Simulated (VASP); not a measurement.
# P (P4/mmm) in VASP: further runs, part 2 of 2

VASP 6.6.1. Earlier steps stand in the parts before.

### Step 4. Single point, PBE (15.49 Å³/atom)

This run uses another cell than the first one, of 15.49 Å³/atom.

Input file INCAR:

```
PREC = Accurate
ENCUT = 520
EDIFF = 1E-6
ISMEAR = 0
SIGMA = 0.1
LREAL = False
LASPH = True
NELM = 60
ALGO = Normal
ISIF = 2
LWAVE = False
LCHARG = False
GGA = PE
NBANDS = 8
```

Input file KPOINTS:

```
regular mesh
0
Gamma
  22 22 24
```

Input file POSCAR:

```
P
1.0
    2.5011801260      0.0000000000      0.0000000000
    0.0000000000      2.5011801260      0.0000000000
    0.0000000000      0.0000000000      2.4758204209
P
1
Direct
    0.0000000000      0.0000000000      0.5000000000
```

Potentials or basis: VASP PAW PBE potentials, release 64 (P).

The run is started by

```
cat potpaw_PBE.64/P/POTCAR > POTCAR
mpirun -np 1 vasp_std > vasp.out
```

OUTCAR:

```text
PREC = Accurate
   ENCUT = 520
   EDIFF = 1E-6
   ISMEAR = 0
   LREAL = False
   LASPH = True
   NELM = 60
   ISIF = 2
   GGA = PE

 ion  position               nearest neighbor table
   1  0.000  0.000  0.500-

  LATTYP: Found a simple tetragonal cell.
 ALAT       =     2.5011801260
 C/A-ratio  =     0.9898609041

  Lattice vectors:

 A1 = (   2.5011801260,   0.0000000000,   0.0000000000)
 A2 = (   0.0000000000,   2.5011801260,   0.0000000000)
 A3 = (   0.0000000000,   0.0000000000,   2.4758204209)

Analysis of symmetry for initial positions (statically):
=====================================================================
 Subroutine PRICEL returns:
 Original cell was already a primitive cell.

 Routine SETGRP: Setting up the symmetry group for a
 simple tetragonal supercell.

 Subroutine GETGRP returns: Found 16 space group operations
 (whereof 16 operations were pure point group operations)
 out of a pool of 16 trial point group operations.

The static configuration has the point symmetry D_4h.

Analysis of symmetry for dynamics (positions and initial velocities):
=====================================================================
 Subroutine PRICEL returns:
 Original cell was already a primitive cell.

 Routine SETGRP: Setting up the symmetry group for a
 simple tetragonal supercell.

 Subroutine GETGRP returns: Found 16 space group operations
 (whereof 16 operations were pure point group operations)
 out of a pool of 16 trial point group operations.

The dynamic configuration has the point symmetry D_4h.

 Subroutine INISYM returns: Found 16 space group operations
 (whereof 16 operations are pure point group operations),
 and found     1 'primitive' translations

----------------------------------------------------------------------------------------

                                     Primitive cell

  volume of cell :      15.4885

  direct lattice vectors                    reciprocal lattice vectors
     2.501180126  0.000000000  0.000000000     0.399811269  0.000000000  0.000000000
     0.000000000  2.501180126  0.000000000     0.000000000  0.399811269  0.000000000
     0.000000000  0.000000000  2.475820421     0.000000000  0.000000000  0.403906516

  length of vectors
     2.501180126  2.501180126  2.475820421     0.399811269  0.399811269  0.403906516

  position of ions in fractional coordinates (direct lattice)
     0.000000000  0.000000000  0.500000000

  ion indices of the primitive-cell ions
   primitive index   ion index
                 1           1

----------------------------------------------------------------------------------------

 KPOINTS: regular mesh

Automatic generation of k-mesh.
 Grid dimensions read from file:
 generate k-points for:   22   22   24

 Generating k-lattice:

  Cartesian coordinates                     Fractional coordinates (reciprocal lattice)
     0.018173239  0.000000000  0.000000000     0.045454545  0.000000000  0.000000000
     0.000000000  0.018173239  0.000000000     0.000000000  0.045454545  0.000000000
     0.000000000  0.000000000  0.016829438     0.000000000  0.000000000  0.041666667

  Length of vectors
     0.018173239  0.018173239  0.016829438

  Shift w.r.t. Gamma in fractional coordinates (k-lattice)
     0.000000000  0.000000000  0.000000000

 Subroutine IBZKPT returns following result:
 ===========================================

 Found   1014 irreducible k-points:

 Following reciprocal coordinates:
            Coordinates               Weight
  0.000000  0.000000  0.000000      1.000000
  0.045455  0.000000  0.000000      4.000000
  0.090909  0.000000  0.000000      4.000000
  0.136364  0.000000  0.000000      4.000000
  0.181818  0.000000  0.000000      4.000000
  0.227273  0.000000  0.000000      4.000000
[... 16 lines left out ...]
  0.500000  0.045455  0.000000      4.000000
  0.090909  0.090909  0.000000      4.000000
 [... further k-points ...]
   k-points           NKPTS =   1014   k-points in BZ     NKDIM =   1014   number of bands    NBANDS=      8
   number of dos      NEDOS =    301   number of ions     NIONS =      1
   total plane-waves  NPLWV =   7200
   dimension x,y,z NGX =    20 NGY =   20 NGZ =   18
   dimension x,y,z NGXF=    40 NGYF=   40 NGZF=   36
   ions per type =               1
   NGX,Y,Z   is equivalent  to a cutoff of  13.29, 13.29, 12.09 a.u.
   NGXF,Y,Z  is equivalent  to a cutoff of  26.59, 26.59, 24.17 a.u.
 SYSTEM =  unknown system
   PREC   = accura    normal or accurate (medium, high low for compatibility)
   ISTART =      0    job   : 0-new  1-cont  2-samecut
   ICHARG =      2    charge: 1-file 2-atom 10-const
   ISPIN  =      1    spin polarized calculation?
   LNONCOLLINEAR =      F non collinear calculations
   LSORBIT =      F    spin-orbit coupling
   LASPH  =      T    aspherical Exc in radial PAW
   ENCUT  =  520.0 eV  38.22 Ry    6.18 a.u.   4.65  4.65  4.60*2*pi/ulx,y,z
   NELM   =     60;   NELMIN=  2; NELMDL= -5     # of ELM steps
   EDIFF  = 0.1E-05   stopping-criterion for ELM
   LREAL  =      F    real-space projection
   EDIFFG = 0.1E-04   stopping-criterion for IOM
   NSW    =      0    number of steps for IOM
   IBRION =     -1    ionic relax: 0-MD 1-quasi-New 2-CG
   NFREE  =      0    steps in history (QN), initial steepest desc. (CG)
   ISIF   =      2    stress and relaxation
   ISYM   =      2    0-nonsym 1-usesym 2-fastsym
   POTIM  = 0.5000    time-step for ionic-motion
   TEBEG  =    0.0;   TEEND  =   0.0 temperature during run
   PSTRESS=    0.0 pullay stress
   NELECT =       5.0000    total number of electrons
   NUPDOWN=      -1.0000    fix difference up-down
   EMIN   =  10.00;   EMAX   =-10.00  energy-range for DOS
   EFERMI =   0.00;   METHOD = LEGACY
   ISMEAR =     0;   SIGMA  =   0.10  broadening in eV -4-tet -1-fermi 0-gaus
   EFERMI_NEDOS =   21; number of points for ismear=-14 and -15
   IALGO  =     38    algorithm
   IMIX   =      4    mixing-type and parameters
     AMIX     =   0.40;   BMIX     =  1.00
     AMIX_MAG =   1.60;   BMIX_MAG =  1.00
  volume/ion in A,a.u.               =      15.49       104.52
  Fermi-wavevector in a.u.,A,eV,Ry     =   1.123040  2.122237 17.159917  1.261218
  Thomas-Fermi vector in A             =   2.259704
   LORBIT       =      0    0 simple, 1 ext, 2 COOP (PROOUT), +10 PAW based schemes
   GGA     = PE    functional components
   LHFCALC =     F    Hartree Fock is set to
   AEXX    =    0.0000 exact exchange contribution
   IVDW    =     0    specifies the selected vdW correction
   LEPSILON=     F    determine dielectric tensor
   LRPA    =     F    only Hartree local field effects (RPA)
 non-spin polarized calculation
 Gauss-broadening in eV      SIGMA  =   0.10
  energy-cutoff  :      520.00
  volume of cell :       15.49
 maximum number of plane-waves:       441
 NGX is ok and might be reduce to    20
   NGX =  9   NGY =  9   NGZ =  9

 number of electron       5.0000000 magnetization

 Free energy of the ion-electron system (eV)
  ---------------------------------------------------
  ext. energy  EPLUGINS =         0.00000000
  ---------------------------------------------------
  free energy    TOTEN  =        -5.25738609 eV

  energy without entropy =       -5.25560241  energy(sigma->0) =       -5.25649425

 E-fermi :   8.7576     XC(G=0): -11.0064

 val. band max:        8.7429231462   @ k =   0.2273   0.0909   0.2083
 cond. band min:       8.7661695056   @ k =   0.4091   0.4091   0.4167
 fundamental gap:      0.0232463594
 Fermi energy:         8.7575682101

 k-point     1 :       0.0000    0.0000    0.0000
  band No.  band energies     occupation
      1      -7.1019      2.00000
      2      13.3409      0.00000
      3      13.3409      0.00000
      4      13.7416      0.00000
      5      15.6175      0.00000
      6      15.7227      0.00000
      7      22.3499      0.00000
      8      32.2377      0.00000
[... 243 lines left out ...]
 k-point    24 :       0.0909    0.0909    0.0000
  band No.  band energies     occupation
      1      -6.7473      2.00000
      2      10.8196      0.00000
      3      11.6080      0.00000
      4      14.0149      0.00000
      5      17.0729      0.00000
      6      18.7716      0.00000
      7      23.4102      0.00000
      8      29.6262      0.00000

 [... further k-points ...]

------------------------ aborting loop because EDIFF is reached ----------------------------------------

  FORCE on cell =-STRESS in cart. coord.  units (eV):
  Direction    XX          YY          ZZ          XY          YZ          ZX
  --------------------------------------------------------------------------------------
  -------------------------------------------------------------------------------------
  Total       -0.5232118     -0.5232118     -0.5239670      0.0000000     -0.0000000      0.0000000
  in kB      -54.1226514    -54.1226514    -54.2007654      0.0000000     -0.0000000      0.0000000
  external PRESSURE =     -54.1486894 kB  Pullay stress =       0.0000000 kB

 VOLUME and BASIS-vectors are now :
 -----------------------------------------------------------------------------
  energy-cutoff  :      520.00
  volume of cell :       15.49
      direct lattice vectors                 reciprocal lattice vectors
     2.501180126  0.000000000  0.000000000     0.399811269  0.000000000  0.000000000
     0.000000000  2.501180126  0.000000000     0.000000000  0.399811269  0.000000000
     0.000000000  0.000000000  2.475820421     0.000000000  0.000000000  0.403906516

 POSITION                                       TOTAL-FORCE (eV/Angst)
 -----------------------------------------------------------------------------------
      0.00000      0.00000      1.23791         0.000000      0.000000      0.000000
 -----------------------------------------------------------------------------------
    total drift:                                0.000000     -0.000000     -0.000000

  FREE ENERGIE OF THE ION-ELECTRON SYSTEM (eV)
  ---------------------------------------------------
  free  energy   TOTEN  =        -5.2573860949 eV

  energy  without entropy=       -5.2556024147  energy(sigma->0) =       -5.25649425
```

OSZICAR:

```text
N       E                     dE             d eps       ncg     rms          rms(c)
DAV:   1     0.270326990098E+01    0.27033E+01   -0.20632E+03 16512   0.467E+02
DAV:   2    -0.518790982428E+01   -0.78912E+01   -0.76108E+01 23520   0.526E+01
DAV:   3    -0.525230265730E+01   -0.64393E-01   -0.64292E-01 18512   0.612E+00
DAV:   4    -0.525241286683E+01   -0.11021E-03   -0.11021E-03 26200   0.266E-01
DAV:   5    -0.525241297680E+01   -0.10997E-06   -0.10853E-06 18720   0.446E-03    0.416E+00
DAV:   6    -0.525522490762E+01   -0.28119E-02   -0.58332E-04 21704   0.218E-01    0.244E+00
DAV:   7    -0.525728602684E+01   -0.20611E-02   -0.18213E-03 19136   0.358E-01    0.113E-01
DAV:   8    -0.525738248241E+01   -0.96456E-04   -0.10092E-04 22376   0.744E-02    0.640E-03
DAV:   9    -0.525738587052E+01   -0.33881E-05   -0.21794E-06 21720   0.112E-02    0.321E-03
DAV:  10    -0.525738609491E+01   -0.22439E-06   -0.10628E-06 20712   0.696E-03
   1 F= -.52573861E+01 E0= -.52564943E+01  d E =-.178368E-02
```

Run time: 39 s. Hardware: 1 thread of AMD EPYC 9R45 (Zen 5), shared host; peak memory 0.18 GiB.

Results:

| Property | Result |
| --- | --- |
| Free energy | -5.2574 eV |
| Pressure | -5.4 GPa |
| Band gap on the k mesh | zero (an odd number of electrons rules out a gap without spin polarisation) |

Caveat: the cell stands under tension; an odd number of electrons without spin polarisation forces a metal; a magnetic or distorted state may lie lower.

### Step 5. Single point, PBE (16.07 Å³/atom)

This run uses another cell than the first one, of 16.07 Å³/atom.

Input file INCAR:

```
PREC     = Accurate       # precision mode
ENCUT    = 520            # plane-wave cutoff, eV
EDIFF    = 1E-6           # SCF threshold, eV
ISMEAR   = 0              # smearing method
SIGMA    = 0.1            # smearing width, eV
LREAL    = F              # projectors in reciprocal space
LASPH    = T              # aspherical terms in the spheres
NELM     = 100            # most SCF steps
ALGO     = Normal         # electronic algorithm
ISIF     = 2              # what is computed and relaxed
LWAVE    = F              # write WAVECAR
LCHARG   = F              # write CHGCAR
GGA      = PE             # functional
NBANDS   = 8              # bands
```

Input file KPOINTS:

```
Automatic mesh
0
Gamma
  22 22 24
```

Input file POSCAR:

```
P
1.0
    2.5339370722      0.0000000000      0.0000000000
    0.0000000000      2.5339370722      0.0000000000
    0.0000000000      0.0000000000      2.5032501345
P
1
Direct
    0.0000000000      0.0000000000      0.5000000000
```

Potentials or basis: VASP PAW PBE potentials, release 64 (P).

The run is started by

```
cat potpaw_PBE.64/P/POTCAR > POTCAR
mpirun -np 1 vasp_std > vasp.out
```

OUTCAR:

```text
PREC = Accurate
   ENCUT = 520
   EDIFF = 1E-6
   ISMEAR = 0
   LREAL = F
   LASPH = T
   NELM = 100
   ISIF = 2
   GGA = PE

 ion  position               nearest neighbor table
   1  0.000  0.000  0.500-

  LATTYP: Found a simple tetragonal cell.
 ALAT       =     2.5339370722
 C/A-ratio  =     0.9878896212

  Lattice vectors:

 A1 = (   2.5339370722,   0.0000000000,   0.0000000000)
 A2 = (   0.0000000000,   2.5339370722,   0.0000000000)
 A3 = (   0.0000000000,   0.0000000000,   2.5032501345)
[... 442 lines left out ...]
      7      22.4694      0.00000
      8      28.7162      0.00000

 [... further k-points ...]

------------------------ aborting loop because EDIFF is reached ----------------------------------------

  FORCE on cell =-STRESS in cart. coord.  units (eV):
  Direction    XX          YY          ZZ          XY          YZ          ZX
  --------------------------------------------------------------------------------------
  -------------------------------------------------------------------------------------
  Total       -0.8375402     -0.8375402     -0.8396149      0.0000000     -0.0000000     -0.0000000
  in kB      -83.4872911    -83.4872911    -83.6940941      0.0000000     -0.0000000     -0.0000000
  external PRESSURE =     -83.5562254 kB  Pullay stress =       0.0000000 kB

 VOLUME and BASIS-vectors are now :
 -----------------------------------------------------------------------------
  energy-cutoff  :      520.00
  volume of cell :       16.07
      direct lattice vectors                 reciprocal lattice vectors
     2.533937072  0.000000000  0.000000000     0.394642792  0.000000000  0.000000000
     0.000000000  2.533937072  0.000000000     0.000000000  0.394642792  0.000000000
     0.000000000  0.000000000  2.503250135     0.000000000  0.000000000  0.399480654

 POSITION                                       TOTAL-FORCE (eV/Angst)
 -----------------------------------------------------------------------------------
      0.00000      0.00000      1.25163         0.000000      0.000000      0.000000
 -----------------------------------------------------------------------------------
    total drift:                                0.000000     -0.000000      0.000000

  FREE ENERGIE OF THE ION-ELECTRON SYSTEM (eV)
  ---------------------------------------------------
  free  energy   TOTEN  =        -5.2323433657 eV

  energy  without entropy=       -5.2307919540  energy(sigma->0) =       -5.23156766
```

OSZICAR:

```text
N       E                     dE             d eps       ncg     rms          rms(c)
DAV:   1     0.278537065695E+01    0.27854E+01   -0.20601E+03 16544   0.467E+02
DAV:   2    -0.515854994486E+01   -0.79439E+01   -0.76962E+01 23168   0.523E+01
DAV:   3    -0.522650143915E+01   -0.67951E-01   -0.67811E-01 18400   0.626E+00
DAV:   4    -0.522662600208E+01   -0.12456E-03   -0.12456E-03 26104   0.283E-01
DAV:   5    -0.522662611890E+01   -0.11682E-06   -0.11572E-06 18560   0.478E-03    0.388E+00
DAV:   6    -0.522989373325E+01   -0.32676E-02   -0.77697E-04 21616   0.228E-01    0.227E+00
DAV:   7    -0.523224340603E+01   -0.23497E-02   -0.22181E-03 18848   0.364E-01    0.112E-01
DAV:   8    -0.523234001977E+01   -0.96614E-04   -0.11590E-04 21912   0.768E-02    0.602E-03
DAV:   9    -0.523234312732E+01   -0.31075E-05   -0.19702E-06 22336   0.105E-02    0.359E-03
DAV:  10    -0.523234336574E+01   -0.23842E-06   -0.13315E-06 20152   0.759E-03
   1 F= -.52323434E+01 E0= -.52315677E+01  d E =-.155141E-02
```

Run time: 41 s. Hardware: 1 thread of AMD EPYC 9R45 (Zen 5), shared host; peak memory 0.18 GiB.

What came out:

| Quantity | Value |
| --- | --- |
| Free energy | -5.2323 eV |
| Pressure | -8.4 GPa |
| Band gap on the k mesh | zero (an odd number of electrons rules out a gap without spin polarisation) |

Levels at points of the mesh, in eV from the Fermi level:
```
           k point  band 1  band 2  band 3  band 4  band 5  band 6  band 7
(0.00, 0.00, 0.00)  -15.50    4.38    4.38    4.84    6.91    7.03   13.19
(0.50, 0.00, 0.00)  -11.74   -7.79    6.76    7.21    9.30   13.88   14.31
(0.50, 0.50, 0.00)   -7.74   -4.80   -4.80    1.60    9.38   16.02   16.56
(0.00, 0.00, 0.50)  -11.52   -7.82    6.92    6.92    9.38   13.83   13.83
(0.50, 0.00, 0.50)   -7.49   -4.86   -4.63    1.62    9.09   16.01   16.09
(0.50, 0.50, 0.50)   -2.68   -2.19   -1.94   -1.94    4.98    4.98    5.15
```

Caveat: the cell stands under tension; an odd number of electrons without spin polarisation forces a metal; a magnetic or distorted state may lie lower.

### Step 6. Summary

```csv
cell,gap on the mesh (eV),pressure (GPa)
"a = 2.421, b = 2.421, c = 2.418 Å, 1 atom",none,3.5
"a = 2.474, b = 2.474, c = 2.458 Å, 1 atom",none,-3.1
"a = 2.501, b = 2.501, c = 2.476 Å, 1 atom",none,-5.4
"a = 2.534, b = 2.534, c = 2.503 Å, 1 atom",none,-8.4
```

Alike in all rows: task single point; level PBE; potentials or basis VASP PAW PBE potentials, release 64 (P); no spin polarisation; k mesh 22 × 22 × 24; cutoff (eV) 520; smearing gaussian 0.1 eV.

Caveats: an odd number of electrons without spin polarisation forces a metal; a magnetic or distorted state may lie lower; the cell stands under tension (at least some runs); the cell stands under pressure (at least some runs).

Absolute energies hang on the potentials; compare differences alone.

The gap in the log of VASP goes by the Fermi energy; the results here count the filled bands.